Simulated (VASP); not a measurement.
A run of VASP 6.6.1 is set up as follows.

Contents of INCAR:

```
PREC     = Accurate       # precision mode
ENCUT    = 520            # plane-wave cutoff, eV
EDIFF    = 1E-6           # SCF threshold, eV
ISMEAR   = 0              # smearing method
SIGMA    = 0.1            # smearing width, eV
LREAL    = False          # projectors in reciprocal space
LASPH    = True           # aspherical terms in the spheres
NELM     = 60             # most SCF steps
ALGO     = Normal         # electronic algorithm
ISIF     = 2              # what is computed and relaxed
LWAVE    = False          # write WAVECAR
LCHARG   = False          # write CHGCAR
GGA      = PS             # functional
NBANDS   = 10             # bands
```

File KPOINTS:

```
Automatic mesh
0
Gamma
  20 20 20
```

File POSCAR:

```
Br
1.0
   -1.4422960304      1.4422960304      3.6784391350
    1.4422960304     -1.4422960304      3.6784391350
    1.4422960304      1.4422960304     -3.6784391350
Br
1
Direct
    0.0000000000      0.0000000000      0.0000000000
```

Potentials or basis: VASP PAW PBE potentials, release 64 (Br).

Launch:

```sh
$ cat potpaw_PBE.64/Br/POTCAR > POTCAR
$ mpirun -np 1 vasp_std > vasp.out
```

(1) Predict the pressure.

(2) Predict the band gap on the k mesh.

## Answers

(1) -2.3 GPa.

(2) zero (an odd number of electrons rules out a gap without spin polarisation).

Caveat: the cell differs from its parent crystal (strained); the PAW data sets were made with another functional, which shifts forces and pressure a little; an odd number of electrons without spin polarisation forces a metal; a magnetic or distorted state may lie lower.
